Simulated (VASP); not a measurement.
# Mg (P6_3/mmc) in VASP: relaxation of cell and atoms with PBE

Aim: the relaxation of cell and atoms of Mg with PBE.

Everything below comes from runs of VASP 6.6.1. Logs are shortened: lines on timing, memory, paths and dates and some standing lists are left out, and cuts for length are marked.

### 1 The cell of the first run

It takes space group P6_3/mmc (No. 194, hexagonal). Conventional cell: a = 3.194 Å, b = 3.194 Å, c = 10.382 Å, α = 90.00°, β = 90.00°, γ = 120.00°. Mg (site symmetry -3m) has 12 Mg at 3.18 to 3.19 Å within 4.2 Å. Mg (site symmetry -6m2) has 12 Mg at 3.18 to 3.19 Å within 4.2 Å.

### 2 Relaxation of cell and atoms, PBE

The input, INCAR:

```
PREC = Accurate ; ENCUT = 600
EDIFF = 1E-6 ; ISMEAR = -1
SIGMA = 0.08 ; LREAL = False
LASPH = True ; NELM = 60
ALGO = Normal ; ISIF = 3
LWAVE = False ; LCHARG = False
GGA = PE ; IBRION = 2
NSW = 60 ; EDIFFG = -0.005
```

The input, KPOINTS:

```
regular mesh
0
Gamma
  11 11 3
```

The input, POSCAR:

```
Mg
1.0
    3.1943896707      0.0000000000      0.0000000000
   -1.5971948354      2.7664226044      0.0000000000
    0.0000000000      0.0000000000     10.3817664298
Mg
4
Direct
    0.0000000000      0.0000000000      0.0000000000
    0.0000000000      0.0000000000      0.5000000000
    0.3333333333      0.6666666667      0.2500000000
    0.6666666667      0.3333333333      0.7500000000
```

Potentials or basis: VASP PAW PBE potentials, release 64 (Mg).

Launch:

```
$ cat potpaw_PBE.64/Mg/POTCAR > POTCAR
$ mpirun -np 1 vasp_std > vasp.out
```

OUTCAR:

```text
PREC = Accurate
   ENCUT = 600
   EDIFF = 1E-6
   ISMEAR = -1
   LREAL = False
   LASPH = True
   NELM = 60
   ISIF = 3
   GGA = PE
   IBRION = 2
   NSW = 60
   EDIFFG = -0.005

 ion  position               nearest neighbor table
   1  0.000  0.000  0.000-   3 3.18   4 3.18   4 3.18   3 3.18   4 3.18   3 3.18
   2  0.000  0.000  0.500-   3 3.18   4 3.18   4 3.18   3 3.18   4 3.18   3 3.18
   3  0.333  0.667  0.250-   1 3.18   2 3.18   1 3.18   2 3.18   1 3.18   2 3.18
   4  0.667  0.333  0.750-   1 3.18   2 3.18   1 3.18   2 3.18   1 3.18   2 3.18

  LATTYP: Found a hexagonal cell.
 ALAT       =     3.1943896707
 C/A-ratio  =     3.2500000000

  Lattice vectors:

 A1 = (   3.1943896707,   0.0000000000,   0.0000000000)
 A2 = (  -1.5971948354,   2.7664226044,   0.0000000000)
 A3 = (   0.0000000000,   0.0000000000,  10.3817664298)

Analysis of symmetry for initial positions (statically):
=====================================================================
 Subroutine PRICEL returns:
 Original cell was already a primitive cell.

 Routine SETGRP: Setting up the symmetry group for a
 hexagonal supercell.

 Subroutine GETGRP returns: Found 24 space group operations
 (whereof 12 operations were pure point group operations)
 out of a pool of 24 trial point group operations.

The static configuration has the point symmetry D_3d.
 The point group associated with its full space group is D_6h.

Analysis of symmetry for dynamics (positions and initial velocities):
=====================================================================
 Subroutine PRICEL returns:
 Original cell was already a primitive cell.

 Routine SETGRP: Setting up the symmetry group for a
 hexagonal supercell.

 Subroutine GETGRP returns: Found 24 space group operations
 (whereof 12 operations were pure point group operations)
 out of a pool of 24 trial point group operations.

The dynamic configuration has the point symmetry D_3d.
 The point group associated with its full space group is D_6h.

 Subroutine INISYM returns: Found 24 space group operations
 (whereof 12 operations are pure point group operations),
 and found     1 'primitive' translations

----------------------------------------------------------------------------------------

                                     Primitive cell

  volume of cell :      91.7440

  direct lattice vectors                    reciprocal lattice vectors
     3.194389671  0.000000000  0.000000000     0.313048846  0.180738835  0.000000000
    -1.597194835  2.766422604  0.000000000     0.000000000  0.361477671  0.000000000
     0.000000000  0.000000000 10.381766430     0.000000000  0.000000000  0.096322722

  length of vectors
     3.194389671  3.194389671 10.381766430     0.361477671  0.361477671  0.096322722

  position of ions in fractional coordinates (direct lattice)
     0.000000000  0.000000000  0.000000000
     0.000000000  0.000000000  0.500000000
     0.333333333  0.666666667  0.250000000
     0.666666667  0.333333333  0.750000000

  ion indices of the primitive-cell ions
   primitive index   ion index
                 1           1
                 2           2
                 3           3
                 4           4

----------------------------------------------------------------------------------------

 KPOINTS: regular mesh

Automatic generation of k-mesh.
 Grid dimensions read from file:
 generate k-points for:   11   11    3

 Generating k-lattice:

  Cartesian coordinates                     Fractional coordinates (reciprocal lattice)
     0.028458986  0.016430803  0.000000000     0.090909091  0.000000000  0.000000000
     0.000000000  0.032861606  0.000000000     0.000000000  0.090909091  0.000000000
     0.000000000  0.000000000  0.032107574     0.000000000  0.000000000  0.333333333

  Length of vectors
     0.032861606  0.032861606  0.032107574

  Shift w.r.t. Gamma in fractional coordinates (k-lattice)
     0.000000000  0.000000000  0.000000000

 Subroutine IBZKPT returns following result:
 ===========================================

 Found     32 irreducible k-points:

 Following reciprocal coordinates:
            Coordinates               Weight
  0.000000  0.000000  0.000000      1.000000
  0.090909  0.000000  0.000000      6.000000
  0.181818  0.000000  0.000000      6.000000
  0.272727  0.000000  0.000000      6.000000
  0.363636  0.000000  0.000000      6.000000
  0.454545  0.000000  0.000000      6.000000
[... 16 lines left out ...]
  0.090909  0.090909  0.333333     12.000000
  0.181818  0.090909  0.333333     24.000000
 [... further k-points ...]
   k-points           NKPTS =     32   k-points in BZ     NKDIM =     32   number of bands    NBANDS=      8
   number of dos      NEDOS =    301   number of ions     NIONS =      4
   total plane-waves  NPLWV =  65856
   dimension x,y,z NGX =    28 NGY =   28 NGZ =   84
   dimension x,y,z NGXF=    56 NGYF=   56 NGZF=  168
   ions per type =               4
   NGX,Y,Z   is equivalent  to a cutoff of  14.57, 14.57, 13.45 a.u.
   NGXF,Y,Z  is equivalent  to a cutoff of  29.14, 29.14, 26.90 a.u.
 SYSTEM =  unknown system
   PREC   = accura    normal or accurate (medium, high low for compatibility)
   ISTART =      0    job   : 0-new  1-cont  2-samecut
   ICHARG =      2    charge: 1-file 2-atom 10-const
   ISPIN  =      1    spin polarized calculation?
   LNONCOLLINEAR =      F non collinear calculations
   LSORBIT =      F    spin-orbit coupling
   LASPH  =      T    aspherical Exc in radial PAW
   ENCUT  =  600.0 eV  44.10 Ry    6.64 a.u.   6.38  6.38 20.73*2*pi/ulx,y,z
   NELM   =     60;   NELMIN=  2; NELMDL= -5     # of ELM steps
   EDIFF  = 0.1E-05   stopping-criterion for ELM
   LREAL  =      F    real-space projection
   EDIFFG = -.5E-02   stopping-criterion for IOM
   NSW    =     60    number of steps for IOM
   IBRION =      2    ionic relax: 0-MD 1-quasi-New 2-CG
   NFREE  =      1    steps in history (QN), initial steepest desc. (CG)
   ISIF   =      3    stress and relaxation
   ISYM   =      2    0-nonsym 1-usesym 2-fastsym
   POTIM  = 0.5000    time-step for ionic-motion
   TEBEG  =    0.0;   TEEND  =   0.0 temperature during run
   PSTRESS=    0.0 pullay stress
   NELECT =       8.0000    total number of electrons
   NUPDOWN=      -1.0000    fix difference up-down
   EMIN   =  10.00;   EMAX   =-10.00  energy-range for DOS
   EFERMI =   0.00;   METHOD = LEGACY
   ISMEAR =    -1;   SIGMA  =   0.08  broadening in eV -4-tet -1-fermi 0-gaus
   EFERMI_NEDOS =   21; number of points for ismear=-14 and -15
   IALGO  =     38    algorithm
   IMIX   =      4    mixing-type and parameters
     AMIX     =   0.40;   BMIX     =  1.00
     AMIX_MAG =   1.60;   BMIX_MAG =  1.00
  volume/ion in A,a.u.               =      22.94       154.78
  Fermi-wavevector in a.u.,A,eV,Ry     =   0.725959  1.371864  7.170500  0.527017
  Thomas-Fermi vector in A             =   1.816812
   LORBIT       =      0    0 simple, 1 ext, 2 COOP (PROOUT), +10 PAW based schemes
   GGA     = PE    functional components
   LHFCALC =     F    Hartree Fock is set to
   AEXX    =    0.0000 exact exchange contribution
   IVDW    =     0    specifies the selected vdW correction
   LEPSILON=     F    determine dielectric tensor
   LRPA    =     F    only Hartree local field effects (RPA)
 conjugate gradient relaxation of ions
 non-spin polarized calculation
  energy-cutoff  :      600.00
  volume of cell :       91.74
 maximum number of plane-waves:      3085
 NGX is ok and might be reduce to    28
   NGX = 13   NGY = 13   NGZ = 41

--------------------------------------- Ionic step        1  -------------------------------------------

 number of electron       8.0000000 magnetization

 Free energy of the ion-electron system (eV)
  ---------------------------------------------------
  ext. energy  EPLUGINS =         0.00000000
  ---------------------------------------------------
  free energy    TOTEN  =        -6.04451235 eV

  energy without entropy =       -6.02082542  energy(sigma->0) =       -6.03266888

------------------------ aborting loop because EDIFF is reached ----------------------------------------

  FORCE on cell =-STRESS in cart. coord.  units (eV):
  Direction    XX          YY          ZZ          XY          YZ          ZX
  --------------------------------------------------------------------------------------
  -------------------------------------------------------------------------------------
  Total       -0.0307602     -0.0307602      0.0078275      0.0000000      0.0000000      0.0000000
  in kB       -0.5371828     -0.5371828      0.1366957      0.0000000      0.0000000      0.0000000
  external PRESSURE =      -0.3125566 kB  Pullay stress =       0.0000000 kB

 VOLUME and BASIS-vectors are now :
 -----------------------------------------------------------------------------
  energy-cutoff  :      600.00
  volume of cell :       91.74
      direct lattice vectors                 reciprocal lattice vectors
     3.194389671  0.000000000  0.000000000     0.313048846  0.180738835  0.000000000
    -1.597194835  2.766422604  0.000000000     0.000000000  0.361477671  0.000000000
     0.000000000  0.000000000 10.381766430     0.000000000  0.000000000  0.096322722

 POSITION                                       TOTAL-FORCE (eV/Angst)
 -----------------------------------------------------------------------------------
      0.00000      0.00000      0.00000        -0.000000      0.000000      0.000000
      0.00000      0.00000      5.19088        -0.000000      0.000000      0.000000
     -0.00000      1.84428      2.59544         0.000000      0.000000     -0.000000
      1.59719      0.92214      7.78632        -0.000000     -0.000000      0.000000
 -----------------------------------------------------------------------------------
    total drift:                               -0.000000      0.000000     -0.000000

  FREE ENERGIE OF THE ION-ELECTRON SYSTEM (eV)
  ---------------------------------------------------
  free  energy   TOTEN  =        -6.0445123506 eV

  energy  without entropy=       -6.0208254175  energy(sigma->0) =       -6.03266888

--------------------------------------- Ionic step        2  -------------------------------------------

 number of electron       8.0000000 magnetization

 Free energy of the ion-electron system (eV)
  ---------------------------------------------------
  ext. energy  EPLUGINS =         0.00000000
  ---------------------------------------------------
  free energy    TOTEN  =        -6.04452876 eV

  energy without entropy =       -6.02087769  energy(sigma->0) =       -6.03270322

 E-fermi :   2.6299     XC(G=0):  -8.4961

 val. band max:        2.5693794365   @ k =   0.3636   0.2727   0.0000
 cond. band min:       2.7334039853   @ k =   0.1818   0.1818   0.0000
 fundamental gap:      0.1640245488
 Fermi energy:         2.6298634400

 k-point     1 :       0.0000    0.0000    0.0000
  band No.  band energies     occupation
      1      -4.2970      2.00000
      2      -2.9077      2.00000
      3      -2.9055      2.00000
      4       0.9466      2.00000
      5       1.3877      2.00000
      6       7.6496      0.00000
      7       7.6585      0.00000
      8      13.6259      0.00000
[... 243 lines left out ...]
 k-point    24 :       0.1818    0.0909    0.3333
  band No.  band energies     occupation
      1      -3.0081      2.00000
      2      -2.5486      2.00000
      3      -0.7338      2.00000
      4       0.5997      2.00000
      5       4.1063      0.00000
      6       6.1257      0.00000
      7       7.3470      0.00000
      8       7.7444      0.00000

 [... further k-points ...]

------------------------ aborting loop because EDIFF is reached ----------------------------------------

  FORCE on cell =-STRESS in cart. coord.  units (eV):
  Direction    XX          YY          ZZ          XY          YZ          ZX
  --------------------------------------------------------------------------------------
  -------------------------------------------------------------------------------------
  Total       -0.0114193     -0.0114193      0.0090321      0.0000000     -0.0000000      0.0000000
  in kB       -0.1995512     -0.1995512      0.1578356      0.0000000     -0.0000000      0.0000000
  external PRESSURE =      -0.0804223 kB  Pullay stress =       0.0000000 kB

 VOLUME and BASIS-vectors are now :
 -----------------------------------------------------------------------------
  energy-cutoff  :      600.00
  volume of cell :       91.68
      direct lattice vectors                 reciprocal lattice vectors
     3.193204589  0.000000000  0.000000000     0.313165027  0.180805912 -0.000000000
    -1.596602295  2.765396294 -0.000000000    -0.000000000  0.361611825 -0.000000000
     0.000000000  0.000000000 10.382746517    -0.000000000  0.000000000  0.096313629

 POSITION                                       TOTAL-FORCE (eV/Angst)
 -----------------------------------------------------------------------------------
      3.19320      0.00000     -0.00000        -0.000000      0.000000     -0.000000
      3.19320      0.00000      5.19137        -0.000000     -0.000000     -0.000000
     -0.00000      1.84360      2.59569         0.000000     -0.000000      0.000000
      1.59660      0.92180      7.78706        -0.000000      0.000000      0.000000
 -----------------------------------------------------------------------------------
    total drift:                                0.000000      0.000000     -0.000000

  FREE ENERGIE OF THE ION-ELECTRON SYSTEM (eV)
  ---------------------------------------------------
  free  energy   TOTEN  =        -6.0445287560 eV

  energy  without entropy=       -6.0208776901  energy(sigma->0) =       -6.03270322

 reached required accuracy - stopping structural energy minimisation
```

It took 51 s on 1 thread of Intel Xeon 8259CL, shared host; peak memory 0.25 GiB.

Results:

| Quantity | Value |
| --- | --- |
| Free energy | -6.0445 eV |
| Relaxed volume | 22.92 Å³/atom |
| Relaxed cell | a = 3.193 Å, b = 3.193 Å, c = 10.383 Å, α = 90.00°, β = 90.00°, γ = 120.00° |
| Space group after relaxing (to 0.1 Å) | P6_3/mmc (No. 194) |
| Energy gained by relaxing | 0.0 meV/atom |
| Ionic steps | 2 |
| Pressure after relaxing | 0.0 GPa |
| Band gap on the k mesh | zero (bands 4 and 5 overlap by 2.18 eV) |

Final structure:
```cif
data_structure
_symmetry_space_group_name_H-M 'P 1'
_symmetry_Int_Tables_number 1
_cell_length_a 3.1932
_cell_length_b 3.1932
_cell_length_c 10.3827
_cell_angle_alpha 90.000
_cell_angle_beta 90.000
_cell_angle_gamma 120.000
_cell_volume 91.68
loop_
_atom_site_label
_atom_site_type_symbol
_atom_site_fract_x
_atom_site_fract_y
_atom_site_fract_z
_atom_site_occupancy
Mg1 Mg 0.00000 0.00000 0.00000 1
Mg2 Mg 0.00000 0.00000 0.50000 1
Mg3 Mg 0.33333 0.66667 0.25000 1
Mg4 Mg 0.66667 0.33333 0.75000 1
```
